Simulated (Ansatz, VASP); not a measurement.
This is a calculation of Cu3O2 for Ansatz 0.2.0.

Contents of input.yaml:

```yaml
crystal:
  lattice:
    - [-2.0626583867, 2.0626583867, 3.7456669979]
    - [2.0626583867, -2.0626583867, 3.7456669979]
    - [2.0626583867, 2.0626583867, -3.7456669979]
  atoms:
    - { symbol: Cu, position: [0.0, 0.0, 0.0] }
    - { symbol: Cu, position: [0.75, 0.25, 0.5] }
    - { symbol: Cu, position: [0.25, 0.75, 0.5] }
    - { symbol: O, position: [0.5, 0.0, 0.5] }
    - { symbol: O, position: [0.0, 0.5, 0.5] }
kpoints:
  mp_grid: { grid: [9, 9, 9] }
scf:
  occupations: { method: fermi_dirac, width: 0.05 }
hamiltonian:
  xc: pbesol
  pseudopotentials: { kind: all_electron, lapw: { basis_error: 0.001 } }
output:
  forces: true
  stress: true
  eigenvalues: true
```

Potentials or basis: all-electron LAPW, scalar-relativistic.

The run is started by

```sh
$ ansatz run input.yaml --threads 4 --pin off --max-ram 12288MiB --backend cpu --events-out ev --progress --plain --runs-dir out
```

Set up the same calculation for VASP 6.6.1. Potentials there: VASP PAW PBE potentials, release 64 (Cu, O).

As run (the cutoff follows the program's own potentials):

INCAR

```
SYSTEM = Cu3O2
PREC     = Accurate       ! precision mode
ENCUT    = 520            ! plane-wave cutoff, eV
EDIFF    = 1E-6           ! SCF threshold, eV
ISMEAR   = -1             ! smearing method
SIGMA    = 0.05           ! smearing width, eV
LREAL    = .False.        ! projectors in reciprocal space
LASPH    = .True.         ! aspherical terms in the spheres
NELM     = 100            ! most SCF steps
ALGO     = Normal         ! electronic algorithm
ISIF     = 2              ! what is computed and relaxed
LWAVE    = .False.        ! write WAVECAR
LCHARG   = .False.        ! write CHGCAR
GGA      = PS             ! functional
NBANDS   = 30             ! bands
```

The input KPOINTS:

```
Automatic mesh
0
Gamma
  9 9 9
  0 0 0
```

POSCAR

```
Cu3O2
1.0
   -2.0626583867      2.0626583867      3.7456669979
    2.0626583867     -2.0626583867      3.7456669979
    2.0626583867      2.0626583867     -3.7456669979
Cu O
3 2
Direct
    0.0000000000      0.0000000000      0.0000000000
    0.7500000000      0.2500000000      0.5000000000
    0.2500000000      0.7500000000      0.5000000000
    0.5000000000      0.0000000000      0.5000000000
    0.0000000000      0.5000000000      0.5000000000
```

Potentials or basis: VASP PAW PBE potentials, release 64 (Cu, O).

The run is started by

```console
$ cat potpaw_PBE.64/Cu/POTCAR potpaw_PBE.64/O/POTCAR > POTCAR
$ mpirun -np 1 vasp_std > vasp.out
```

Both were run:

|  | VASP | Ansatz | Ansatz less VASP |
| --- | --- | --- | --- |
| gap on the k mesh at the Fermi level (eV) | none | none | - |
| pressure (GPa) | -11.7 | -12.3 | -0.63 |
| traceless stress, the component that is largest in VASP (GPa) | -6.19 | -6.80 | -0.608 |

VASP's potentials were made for PBE, not for PBEsol. A gap of «none» marks a metal or a gap that the smearing closes. Ansatz ran all-electron here, and VASP with PAW potentials.
